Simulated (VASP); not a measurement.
# La2O3 (P-3m1) in VASP: a series of runs

The runs below take La2O3 through single point, relaxation of cell and atoms, with r2SCAN.

Program: VASP 6.6.1. These are calculated values, not measurements. Logs are shortened: lines on timing, memory, paths and dates and some standing lists are left out, and cuts for length are marked.

**1. The cell of the first run**

Symmetry: P-3m1, No. 164, trigonal system. The conventional cell has a = 3.935 Å, b = 3.935 Å, c = 6.126 Å, α = 90.00°, β = 90.00°, γ = 120.00°. Within 3.1 Å of La (site symmetry 3m) lie 7 O at 2.37 to 2.73 Å. O (site symmetry 3m) has 4 La at 2.37 to 2.45 Å and 6 O at 2.89 to 3.14 Å within 3.2 Å. O (site symmetry -3m) has 6 La at 2.73 Å and 6 O at 3.14 Å within 3.6 Å.

**2. Single point, r2SCAN**

Contents of POSCAR:

```
La2O3
1.0
    3.9351015445      0.0000000000      0.0000000000
   -1.9675507723      3.4078979040      0.0000000000
    0.0000000000      0.0000000000      6.1262271529
La O
2 3
Direct
    0.6666666667      0.3333333333      0.7538431649
    0.3333333333      0.6666666667      0.2461568351
    0.6666666667      0.3333333333      0.3538862904
    0.3333333333      0.6666666667      0.6461137096
    0.0000000000      0.0000000000      0.0000000000
```

Contents of INCAR.step1:

```
  PREC = Accurate
  ENCUT = 520
  ISMEAR = 0
  SIGMA = 0.01
  LREAL = F
  LASPH = T
  NELM = 80
  NBANDS = 28
  GGA = PE
  ALGO = Normal
  EDIFF = 1E-4
  LWAVE = T
  LCHARG = F
```

Contents of INCAR.step2:

```
  PREC = Accurate
  ENCUT = 520
  EDIFF = 1E-6
  ISMEAR = 0
  SIGMA = 0.01
  LREAL = F
  LASPH = T
  NELM = 80
  ALGO = Normal
  ISIF = 2
  LWAVE = F
  LCHARG = T
  METAGGA = R2SCAN
  LMIXTAU = T
  LELF = T
  LVHAR = T
  NBANDS = 28
  ISTART = 1
```

Contents of KPOINTS:

```
Automatic mesh
0
Gamma
  12 12 4
```

Potentials or basis: VASP PAW PBE potentials, release 64 (La, O).

The run is started by

```
$ cat potpaw_PBE.64/La/POTCAR potpaw_PBE.64/O/POTCAR > POTCAR
$ cp INCAR.step1 INCAR
$ mpirun -np 1 vasp_std > vasp.out
$ cp INCAR.step2 INCAR
$ mpirun -np 1 vasp_std > vasp.out
```

OUTCAR:

```text
PREC = Accurate
   ENCUT = 520
   EDIFF = 1E-6
   ISMEAR = 0
   LREAL = F
   LASPH = T
   NELM = 80
   ISIF = 2
   METAGGA = R2SCAN
   ISTART = 1

 ion  position               nearest neighbor table
   1  0.667  0.333  0.754-   4 2.37   4 2.37   4 2.37   3 2.45   5 2.73   5 2.73   5 2.73
   2  0.333  0.667  0.246-   3 2.37   3 2.37   3 2.37   4 2.45   5 2.73   5 2.73   5 2.73
   3  0.667  0.333  0.354-   2 2.37   2 2.37   2 2.37   1 2.45
   4  0.333  0.667  0.646-   1 2.37   1 2.37   1 2.37   2 2.45
   5  0.000  0.000  0.000-   1 2.73   2 2.73   1 2.73   2 2.73   1 2.73   2 2.73

  LATTYP: Found a hexagonal cell.
 ALAT       =     3.9351015445
 C/A-ratio  =     1.5568155189

  Lattice vectors:

 A1 = (   3.9351015445,   0.0000000000,   0.0000000000)
 A2 = (  -1.9675507723,   3.4078979040,   0.0000000000)
 A3 = (   0.0000000000,   0.0000000000,   6.1262271529)

Analysis of symmetry for initial positions (statically):
=====================================================================
 Subroutine PRICEL returns:
 Original cell was already a primitive cell.

 Routine SETGRP: Setting up the symmetry group for a
 hexagonal supercell.

 Subroutine GETGRP returns: Found 12 space group operations
 (whereof 12 operations were pure point group operations)
 out of a pool of 24 trial point group operations.

The static configuration has the point symmetry D_3d.

Analysis of symmetry for dynamics (positions and initial velocities):
=====================================================================
 Subroutine PRICEL returns:
 Original cell was already a primitive cell.

 Routine SETGRP: Setting up the symmetry group for a
 hexagonal supercell.

 Subroutine GETGRP returns: Found 12 space group operations
 (whereof 12 operations were pure point group operations)
 out of a pool of 24 trial point group operations.

The dynamic configuration has the point symmetry D_3d.

 Subroutine INISYM returns: Found 12 space group operations
 (whereof 12 operations are pure point group operations),
 and found     1 'primitive' translations

----------------------------------------------------------------------------------------

                                     Primitive cell

  volume of cell :      82.1553

  direct lattice vectors                    reciprocal lattice vectors
     3.935101545  0.000000000  0.000000000     0.254123048  0.146718010  0.000000000
    -1.967550772  3.407897904  0.000000000     0.000000000  0.293436021  0.000000000
     0.000000000  0.000000000  6.126227153     0.000000000  0.000000000  0.163232602

  length of vectors
     3.935101545  3.935101545  6.126227153     0.293436021  0.293436021  0.163232602

  position of ions in fractional coordinates (direct lattice)
     0.666666667  0.333333333  0.753843165
     0.333333333  0.666666667  0.246156835
     0.666666667  0.333333333  0.353886290
     0.333333333  0.666666667  0.646113710
     0.000000000  0.000000000  0.000000000

  ion indices of the primitive-cell ions
   primitive index   ion index
                 1           1
                 2           2
                 3           3
                 4           4
                 5           5

----------------------------------------------------------------------------------------

 KPOINTS: Automatic mesh

Automatic generation of k-mesh.
 Grid dimensions read from file:
 generate k-points for:   12   12    4

 Generating k-lattice:

  Cartesian coordinates                     Fractional coordinates (reciprocal lattice)
     0.021176921  0.012226501  0.000000000     0.083333333  0.000000000  0.000000000
     0.000000000  0.024453002  0.000000000     0.000000000  0.083333333  0.000000000
     0.000000000  0.000000000  0.040808151     0.000000000  0.000000000  0.250000000

  Length of vectors
     0.024453002  0.024453002  0.040808151

  Shift w.r.t. Gamma in fractional coordinates (k-lattice)
     0.000000000  0.000000000  0.000000000

 Subroutine IBZKPT returns following result:
 ===========================================

 Found     69 irreducible k-points:

 Following reciprocal coordinates:
            Coordinates               Weight
  0.000000  0.000000  0.000000      1.000000
  0.083333  0.000000  0.000000      6.000000
  0.166667  0.000000  0.000000      6.000000
  0.250000  0.000000  0.000000      6.000000
  0.333333  0.000000  0.000000      6.000000
  0.416667  0.000000  0.000000      6.000000
[... 16 lines left out ...]
  0.166667  0.000000  0.250000      6.000000
  0.000000  0.166667  0.250000      6.000000
 [... further k-points ...]
   k-points           NKPTS =     69   k-points in BZ     NKDIM =     69   number of bands    NBANDS=     28
   number of dos      NEDOS =    301   number of ions     NIONS =      5
   total plane-waves  NPLWV =  43200
   dimension x,y,z NGX =    30 NGY =   30 NGZ =   48
   dimension x,y,z NGXF=    60 NGYF=   60 NGZF=   96
   ions per type =               2   3
   NGX,Y,Z   is equivalent  to a cutoff of  12.67, 12.67, 13.03 a.u.
   NGXF,Y,Z  is equivalent  to a cutoff of  25.35, 25.35, 26.05 a.u.
 SYSTEM =  unknown system
   PREC   = accura    normal or accurate (medium, high low for compatibility)
   ISTART =      1    job   : 0-new  1-cont  2-samecut
   ICHARG =      0    charge: 1-file 2-atom 10-const
   ISPIN  =      1    spin polarized calculation?
   LNONCOLLINEAR =      F non collinear calculations
   LSORBIT =      F    spin-orbit coupling
   LASPH  =      T    aspherical Exc in radial PAW
   ENCUT  =  520.0 eV  38.22 Ry    6.18 a.u.   7.32  7.32 11.39*2*pi/ulx,y,z
   NELM   =     80;   NELMIN=  2; NELMDL=  0     # of ELM steps
   EDIFF  = 0.1E-05   stopping-criterion for ELM
   LREAL  =      F    real-space projection
   EDIFFG = 0.1E-04   stopping-criterion for IOM
   NSW    =      0    number of steps for IOM
   IBRION =     -1    ionic relax: 0-MD 1-quasi-New 2-CG
   NFREE  =      0    steps in history (QN), initial steepest desc. (CG)
   ISIF   =      2    stress and relaxation
   ISYM   =      2    0-nonsym 1-usesym 2-fastsym
   POTIM  = 0.5000    time-step for ionic-motion
   TEBEG  =    0.0;   TEEND  =   0.0 temperature during run
   PSTRESS=    0.0 pullay stress
   NELECT =      40.0000    total number of electrons
   NUPDOWN=      -1.0000    fix difference up-down
   EMIN   =  10.00;   EMAX   =-10.00  energy-range for DOS
   EFERMI =   0.00;   METHOD = LEGACY
   ISMEAR =     0;   SIGMA  =   0.01  broadening in eV -4-tet -1-fermi 0-gaus
   EFERMI_NEDOS =   21; number of points for ismear=-14 and -15
   IALGO  =     38    algorithm
   IMIX   =      4    mixing-type and parameters
     AMIX     =   0.40;   BMIX     =  1.00
     AMIX_MAG =   1.60;   BMIX_MAG =  1.00
  volume/ion in A,a.u.               =      16.43       110.88
  Fermi-wavevector in a.u.,A,eV,Ry     =   1.287902  2.433783 22.567883  1.658693
  Thomas-Fermi vector in A             =   2.419889
   LORBIT       =      0    0 simple, 1 ext, 2 COOP (PROOUT), +10 PAW based schemes
   METAGGA = R2SCAN    functional components
   LHFCALC =     F    Hartree Fock is set to
   AEXX    =    0.0000 exact exchange contribution
   IVDW    =     0    specifies the selected vdW correction
   LEPSILON=     F    determine dielectric tensor
   LRPA    =     F    only Hartree local field effects (RPA)
 non-spin polarized calculation
 Gauss-broadening in eV      SIGMA  =   0.01
  energy-cutoff  :      520.00
  volume of cell :       82.16
 maximum number of plane-waves:      2249
 NGX is ok and might be reduce to    30
   NGX = 15   NGY = 15   NGZ = 23

 number of electron      39.9999991 magnetization

 Free energy of the ion-electron system (eV)
  ---------------------------------------------------
  ext. energy  EPLUGINS =         0.00000000
  ---------------------------------------------------
  free energy    TOTEN  =       -96.05769183 eV

  energy without entropy =      -96.05769183  energy(sigma->0) =      -96.05769183

 E-fermi :   5.8143     XC(G=0): -11.0783

 val. band max:        5.6775793388   @ k =   0.5000   0.0000   0.5000
 cond. band min:       9.9187715509   @ k =   0.3333   0.3333   0.0000
 fundamental gap:      4.2411922122
 Fermi energy:         5.8143173056

 k-point     1 :       0.0000    0.0000    0.0000
  band No.  band energies     occupation
      1     -25.0649      2.00000
      2     -24.8146      2.00000
      3     -12.1256      2.00000
      4     -11.0045      2.00000
      5     -10.4970      2.00000
      6      -8.0611      2.00000
[... 20 lines left out ...]
     27      11.6996      0.00000
     28      11.9150      0.00000

 k-point     2 :       0.0833    0.0000    0.0000
  band No.  band energies     occupation
      1     -25.0522      2.00000
      2     -24.8092      2.00000
      3     -12.1276      2.00000
      4     -11.1228      2.00000
      5     -10.5821      2.00000
      6      -8.0902      2.00000
[... 20 lines left out ...]
     27      11.7470      0.00000
     28      11.9347      0.00000

 k-point     3 :       0.1667    0.0000    0.0000
  band No.  band energies     occupation
      1     -25.0166      2.00000
      2     -24.7950      2.00000
      3     -12.1530      2.00000
      4     -11.4165      2.00000
      5     -10.7452      2.00000
      6      -8.1647      2.00000
[... 20 lines left out ...]
     27      11.7980      0.00000
     28      11.8813      0.00000

 k-point     4 :       0.2500    0.0000    0.0000
  band No.  band energies     occupation
      1     -24.9652      2.00000
      2     -24.7774      2.00000
      3     -12.2356      2.00000
      4     -11.7750      2.00000
      5     -10.8278      2.00000
      6      -8.2583      2.00000
[... 578 lines left out ...]
     27      11.6974      0.00000
     28      11.8421      0.00000

 k-point    23 :       0.1667    0.0000    0.2500
  band No.  band energies     occupation
      1     -24.9855      2.00000
      2     -24.8278      2.00000
      3     -12.1327      2.00000
      4     -11.4220      2.00000
      5     -10.7618      2.00000
      6      -8.1374      2.00000
[... 20 lines left out ...]
     27      11.7100      0.00000
     28      11.8453      0.00000

 k-point    24 :       0.0000    0.1667    0.2500
  band No.  band energies     occupation
      1     -24.9858      2.00000
      2     -24.8275      2.00000
      3     -12.1467      2.00000
      4     -11.4520      2.00000
      5     -10.6735      2.00000
      6      -8.1110      2.00000
[... 20 lines left out ...]
     27      11.7018      0.00000
     28      11.8316      0.00000

 [... further k-points ...]

------------------------ aborting loop because EDIFF is reached ----------------------------------------

  FORCE on cell =-STRESS in cart. coord.  units (eV):
  Direction    XX          YY          ZZ          XY          YZ          ZX
  --------------------------------------------------------------------------------------
  -------------------------------------------------------------------------------------
  Total       -0.2356095     -0.2356095     -0.1784894      0.0000000      0.0000000      0.0000000
  in kB       -4.5948120     -4.5948120     -3.4808659      0.0000000      0.0000000      0.0000000
  external PRESSURE =      -4.2234966 kB  Pullay stress =       0.0000000 kB

 VOLUME and BASIS-vectors are now :
 -----------------------------------------------------------------------------
  energy-cutoff  :      520.00
  volume of cell :       82.16
      direct lattice vectors                 reciprocal lattice vectors
     3.935101545  0.000000000  0.000000000     0.254123048  0.146718010  0.000000000
    -1.967550772  3.407897904  0.000000000     0.000000000  0.293436021  0.000000000
     0.000000000  0.000000000  6.126227153     0.000000000  0.000000000  0.163232602

 POSITION                                       TOTAL-FORCE (eV/Angst)
 -----------------------------------------------------------------------------------
      1.96755      1.13597      4.61821        -0.000000      0.000000     -0.021733
     -0.00000      2.27193      1.50801         0.000000      0.000000      0.021733
      1.96755      1.13597      2.16799        -0.000000      0.000000     -0.005329
     -0.00000      2.27193      3.95824         0.000000     -0.000000      0.005329
      0.00000      0.00000      0.00000        -0.000000      0.000000      0.000000
 -----------------------------------------------------------------------------------
    total drift:                               -0.000000      0.000000     -0.000000

  FREE ENERGIE OF THE ION-ELECTRON SYSTEM (eV)
  ---------------------------------------------------
  free  energy   TOTEN  =       -96.0576918334 eV

  energy  without entropy=      -96.0576918334  energy(sigma->0) =      -96.05769183
```

It took 22 min on 1 thread of AMD EPYC 7R43 (Zen 3), shared host; peak memory 0.27 GiB.

Results:

- Free energy: -96.0577 eV
- Pressure: -0.4 GPa
- Largest force: 0.022 eV/Å
- Band gap on the k mesh: 4.24 eV (least direct gap 4.36 eV)

Forces in eV/Å, atoms in the order of the input:
```
La   0.000  0.000 -0.022
La   0.000  0.000  0.022
O    0.000  0.000 -0.005
O    0.000  0.000  0.005
O    0.000  0.000  0.000
```

Stress tensor (GPa, compression positive):
```
-0.46  0.00  0.00
 0.00 -0.46  0.00
 0.00  0.00 -0.35
```

Levels at points of the mesh, in eV from the valence-band top:
```
           k point  band 17  band 18  band 19  band 20  band 21  band 22  band 23  band 24
(0.00, 0.00, 0.00)    -1.64    -0.38    -0.38    -0.11     4.78     5.12     5.12     5.74
(0.50, 0.00, 0.00)    -0.74    -0.67    -0.42    -0.30     4.30     5.26     5.77     5.81
(0.00, 0.00, 0.50)    -0.99    -0.76    -0.28    -0.28     5.23     5.27     5.27     5.52
(0.50, 0.00, 0.50)    -0.96    -0.70    -0.37     0.00     4.92     5.08     5.71     5.81
```

Caveat: the PAW data sets were made with another functional, which shifts forces and pressure a little; spin-orbit coupling is left out, which moves the levels of the heavy elements. A k mesh can miss the band edges.

(Continued in part 2 of 2.)
